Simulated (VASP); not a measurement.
# Hf in VASP: notebook, part 2 of 2

VASP 6.6.1. The steps go on from the part before.

## Step 4: Electric field gradients, PBE (equal xy, yz and zx shear strains of +1 %)

INCAR

```
SYSTEM = Hf
  PREC = Accurate
  ENCUT = 520
  EDIFF = 1E-8
  ISMEAR = -1
  SIGMA = 0.03
  LREAL = .False.
  LASPH = .True.
  NELM = 80
  ALGO = Normal
  ISIF = 2
  LWAVE = .False.
  LCHARG = .False.
  GGA = PE
  LEFG = .True.
  NBANDS = 11
```

KPOINTS

```
regular mesh
0
Gamma
  16 16 16
  0 0 0
```

POSCAR

```
Hf
1.0
    0.0222000000      2.2311000000      2.2311000000
    2.2311000000      0.0222000000      2.2311000000
    2.2311000000      2.2311000000      0.0222000000
Hf
1
Direct
    0.0000000000      0.0000000000      0.0000000000
```

Potentials or basis: VASP PAW PBE potentials, release 64 (Hf_pv).

Launch:

```console
> cat potpaw_PBE.64/Hf_pv/POTCAR > POTCAR
> mpirun -np 1 vasp_std > vasp.out
```

OUTCAR:

```text
SYSTEM = Hf
   PREC = Accurate
   ENCUT = 520
   EDIFF = 1E-8
   ISMEAR = -1
   LREAL = .False.
   LASPH = .True.
   NELM = 80
   ISIF = 2
   GGA = PE

 ion  position               nearest neighbor table
   1  0.000  0.000  0.000-

  LATTYP: Found a trigonal (rhomboedric) cell.
 ALAT       =     3.1553299764
 COS(alpha) =     0.5099250056

  Lattice vectors:

 A1 = (   0.0222000000,   2.2311000000,   2.2311000000)
 A2 = (   2.2311000000,   0.0222000000,   2.2311000000)
 A3 = (   2.2311000000,   2.2311000000,   0.0222000000)

Analysis of symmetry for initial positions (statically):
=====================================================================
 Subroutine PRICEL returns:
 Original cell was already a primitive cell.

 Routine SETGRP: Setting up the symmetry group for a
 trigonal (rhombohedral) supercell.

 Subroutine GETGRP returns: Found 12 space group operations
 (whereof 12 operations were pure point group operations)
 out of a pool of 12 trial point group operations.

The static configuration has the point symmetry D_3d.

Analysis of symmetry for dynamics (positions and initial velocities):
=====================================================================
 Subroutine PRICEL returns:
 Original cell was already a primitive cell.

 Routine SETGRP: Setting up the symmetry group for a
 trigonal (rhombohedral) supercell.

 Subroutine GETGRP returns: Found 12 space group operations
 (whereof 12 operations were pure point group operations)
 out of a pool of 12 trial point group operations.

The dynamic configuration has the point symmetry D_3d.

 Subroutine INISYM returns: Found 12 space group operations
 (whereof 12 operations are pure point group operations),
 and found     1 'primitive' translations

----------------------------------------------------------------------------------------

                                     Primitive cell

  volume of cell :      21.8805

  direct lattice vectors                    reciprocal lattice vectors
     0.022200000  2.231100000  2.231100000    -0.227477590  0.225236431  0.225236431
     2.231100000  0.022200000  2.231100000     0.225236431 -0.227477590  0.225236431
     2.231100000  2.231100000  0.022200000     0.225236431  0.225236431 -0.227477590

  length of vectors
     3.155329976  3.155329976  3.155329976     0.391419153  0.391419153  0.391419153

  position of ions in fractional coordinates (direct lattice)
     0.000000000  0.000000000  0.000000000

  ion indices of the primitive-cell ions
   primitive index   ion index
                 1           1

----------------------------------------------------------------------------------------

 KPOINTS: regular mesh

Automatic generation of k-mesh.
 Grid dimensions read from file:
 generate k-points for:   16   16   16

 Generating k-lattice:

  Cartesian coordinates                     Fractional coordinates (reciprocal lattice)
    -0.014217349  0.014077277  0.014077277     0.062500000  0.000000000  0.000000000
     0.014077277 -0.014217349  0.014077277     0.000000000  0.062500000  0.000000000
[... 71 lines left out ...]
   EMIN   =  10.00;   EMAX   =-10.00  energy-range for DOS
   EFERMI =   0.00;   METHOD = LEGACY
   ISMEAR =    -1;   SIGMA  =   0.03  broadening in eV -4-tet -1-fermi 0-gaus
   EFERMI_NEDOS =   21; number of points for ismear=-14 and -15
   IALGO  =     38    algorithm
   IMIX   =      4    mixing-type and parameters
     AMIX     =   0.40;   BMIX     =  1.00
     AMIX_MAG =   1.60;   BMIX_MAG =  1.00
  volume/ion in A,a.u.               =      21.88       147.66
  Fermi-wavevector in a.u.,A,eV,Ry     =   1.261022  2.382986 21.635666  1.590177
  Thomas-Fermi vector in A             =   2.394502
   LORBIT       =      0    0 simple, 1 ext, 2 COOP (PROOUT), +10 PAW based schemes
   GGA     = PE    functional components
   LHFCALC =     F    Hartree Fock is set to
   AEXX    =    0.0000 exact exchange contribution
   IVDW    =     0    specifies the selected vdW correction
   LEPSILON=     F    determine dielectric tensor
   LRPA    =     F    only Hartree local field effects (RPA)
 non-spin polarized calculation
  energy-cutoff  :      520.00
  volume of cell :       21.88
 maximum number of plane-waves:       604
   NGX = 11   NGY = 11   NGZ = 11

 number of electron      10.0000000 magnetization

 Free energy of the ion-electron system (eV)
  ---------------------------------------------------
  ext. energy  EPLUGINS =         0.00000000
  ---------------------------------------------------
  free energy    TOTEN  =        -9.84694298 eV

  energy without entropy =       -9.84131412  energy(sigma->0) =       -9.84412855

 E-fermi :   4.8920     XC(G=0): -11.3866

 val. band max:        4.8904122361   @ k =   0.3125   0.0625   0.0625
 cond. band min:       4.8956547610   @ k =  -0.4375   0.5000   0.4375
 fundamental gap:      0.0052425248
 Fermi energy:         4.8919725475

 k-point     1 :       0.0000    0.0000    0.0000
  band No.  band energies     occupation
      1     -25.0513      2.00000
      2     -25.0270      2.00000
      3     -25.0270      2.00000
      4      -2.3899      2.00000
      5       6.1510      0.00000
      6       6.3869      0.00000
      7       6.3869      0.00000
      8       9.1849      0.00000
      9       9.1849      0.00000
     10      16.2824      0.00000
     11      18.0428      0.00000
[... 309 lines left out ...]
 k-point    24 :      -0.0625    0.0625    0.0000
  band No.  band energies     occupation
      1     -25.1159      2.00000
      2     -25.0657      2.00000
      3     -25.0427      2.00000
      4      -2.0155      2.00000
      5       5.9949      0.00000
      6       6.3361      0.00000
      7       6.5843      0.00000
      8       8.8106      0.00000
      9       9.1596      0.00000
     10      17.1075      0.00000
     11      18.0412      0.00000

 [... further k-points ...]

------------------------ aborting loop because EDIFF is reached ----------------------------------------

  FORCE on cell =-STRESS in cart. coord.  units (eV):
  Direction    XX          YY          ZZ          XY          YZ          ZX
  --------------------------------------------------------------------------------------
  -------------------------------------------------------------------------------------
  Total        0.3717381      0.3717381      0.3717381     -0.0851212     -0.0851212     -0.0851212
  in kB       27.2201946     27.2201946     27.2201946     -6.2329282     -6.2329282     -6.2329282
  external PRESSURE =      27.2201946 kB  Pullay stress =       0.0000000 kB

 VOLUME and BASIS-vectors are now :
 -----------------------------------------------------------------------------
  energy-cutoff  :      520.00
  volume of cell :       21.88
      direct lattice vectors                 reciprocal lattice vectors
     0.022200000  2.231100000  2.231100000    -0.227477590  0.225236431  0.225236431
     2.231100000  0.022200000  2.231100000     0.225236431 -0.227477590  0.225236431
     2.231100000  2.231100000  0.022200000     0.225236431  0.225236431 -0.227477590

 POSITION                                       TOTAL-FORCE (eV/Angst)
 -----------------------------------------------------------------------------------
      0.00000      0.00000      0.00000         0.000000      0.000000      0.000000
 -----------------------------------------------------------------------------------
    total drift:                               -0.000000      0.000000      0.000000

  FREE ENERGIE OF THE ION-ELECTRON SYSTEM (eV)
  ---------------------------------------------------
  free  energy   TOTEN  =        -9.8469429828 eV

  energy  without entropy=       -9.8413141233  energy(sigma->0) =       -9.84412855

 Electric field gradients (V/A^2)
---------------------------------------------------------------------
 ion       V_xx      V_yy      V_zz      V_xy      V_xz      V_yz
---------------------------------------------------------------------
   1      -0.000     0.000     0.000   -11.467   -11.467   -11.467
---------------------------------------------------------------------

 Electric field gradients after diagonalization (V/A^2)
 (convention: |V_zz| > |V_xx| > |V_yy|)
----------------------------------------------------------------------
 ion       V_xx      V_yy      V_zz     asymmetry (V_yy - V_xx)/ V_zz
----------------------------------------------------------------------
   1      11.467    11.467   -22.934       0.000
----------------------------------------------------------------------

           NMR quadrupolar parameters

 Cq : quadrupolar parameter    Cq=e*Q*V_zz/h
 eta: asymmetry parameters     (V_yy - V_xx)/ V_zz
 Q  : nuclear electric quadrupole moment in mb (millibarn)
----------------------------------------------------------------------
 ion       Cq(MHz)       eta       Q (mb)
----------------------------------------------------------------------
   1      -0.055       0.000       1.000
----------------------------------------------------------------------
```

OSZICAR:

```text
N       E                     dE             d eps       ncg     rms          rms(c)
DAV:   1     0.130796624530E+02    0.13080E+02   -0.57475E+03  9190   0.844E+02
DAV:   2    -0.972520791509E+01   -0.22805E+02   -0.22077E+02 11513   0.155E+02
DAV:   3    -0.101703153770E+02   -0.44511E+00   -0.44176E+00 11409   0.149E+01
DAV:   4    -0.101719706516E+02   -0.16553E-02   -0.16550E-02 10497   0.112E+00
DAV:   5    -0.101719796872E+02   -0.90356E-05   -0.90360E-05 11785   0.726E-02    0.463E+01
DAV:   6    -0.993124214795E+01    0.24074E+00   -0.20151E-01 10338   0.339E+00    0.276E+01
DAV:   7    -0.985092156017E+01    0.80321E-01   -0.31468E-01 10800   0.410E+00    0.126E+00
DAV:   8    -0.984689602844E+01    0.40255E-02   -0.25205E-02 10278   0.109E+00    0.152E-01
DAV:   9    -0.984694267877E+01   -0.46650E-04   -0.39154E-04 11153   0.160E-01    0.526E-02
DAV:  10    -0.984694313505E+01   -0.45627E-06   -0.22381E-05 10380   0.371E-02    0.442E-02
DAV:  11    -0.984694299620E+01    0.13884E-06   -0.36866E-06 10996   0.143E-02    0.344E-03
DAV:  12    -0.984694304004E+01   -0.43841E-07   -0.57295E-08 11199   0.225E-03    0.370E-03
DAV:  13    -0.984694298203E+01    0.58012E-07   -0.78805E-10  6942   0.252E-04    0.190E-04
DAV:  14    -0.984694298279E+01   -0.76011E-09   -0.12290E-10  6135   0.103E-04
   1 F= -.98469430E+01 E0= -.98441286E+01  d E =-.562886E-02
```

Run time: 1.8 min. Hardware: 1 thread of Intel Xeon 8259CL, shared host; peak memory 0.22 GiB.

Results:

```yaml
Free_energy: -9.8469 eV
Pressure: 2.7 GPa
Band_gap_on_the_k_mesh: zero (band 5 reaches 6.16 eV, above the bottom of band 6 at 4.50 eV)
```

Electric field gradients, principal values (V/Å²):
```
atom   least  middle  greatest (by size)
1 Hf  11.467  11.467             -22.934
```

Caveat: the cell differs from its parent crystal (equal xy, yz and zx shear strains of +1 %); without QUAD_EFG the Cq values of the log hold for a quadrupole moment of 1 mb, not for the nuclei; spin-orbit coupling is left out, which moves the levels of the heavy elements.

## Step 5: The runs side by side

| cell | k mesh | gap on the mesh (eV) | pressure (GPa) |
| --- | --- | --- | --- |
| a = 3.140 Å, angles 60.0°, 1 atom | 12 × 12 × 12 | none | 2.6 |
| a = 3.140 Å, angles 60.0°, 1 atom | 22 × 22 × 22 | none | 2.7 |
| a = 3.155 Å, angles 59.3°, 1 atom | 16 × 16 × 16 | none | 2.7 |

Alike in all rows: task electric field gradients; level PBE; potentials or basis VASP PAW PBE potentials, release 64 (Hf_pv); no spin polarisation; cutoff (eV) 520; smearing fermi-dirac 0.03 eV.

Caveats: spin-orbit coupling is left out, which moves the levels of the heavy elements.

Total energies depend on the potentials used, so only differences within one code and one set of settings carry meaning.
